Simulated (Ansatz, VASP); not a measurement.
Two plane-wave programs on In

```
In
1.0
    -3.88459    3.85713    1.59007
     3.85713   -3.88459    1.59007
     2.14392    2.14392   -1.64036
In
2
Direct
  0.99918 0.00082 0.00000
  0.75082 0.24918 0.50000
```

Alike in both runs: task single point; functional revPBE; k mesh 13 × 13 × 11; occupations fermi-dirac, width 0.1 eV; no spin polarisation.

```csv
,VASP,Ansatz
version,VASP 6.6.1,Ansatz 0.2.0
potentials or method,"VASP PAW PBE potentials, release 64 (In_d), cutoff 520 eV","plane waves (420 eV) with PAW, scalar-relativistic"
valence electrons in the cell,26,26
```

```csv
,VASP,Ansatz,Ansatz less VASP
pressure (GPa),3.2,3.3,+0.02
"traceless stress, the component that is largest in VASP (GPa)",-0.35,-0.34,+0.002
```

VASP's potentials were made for PBE, not for revPBE.
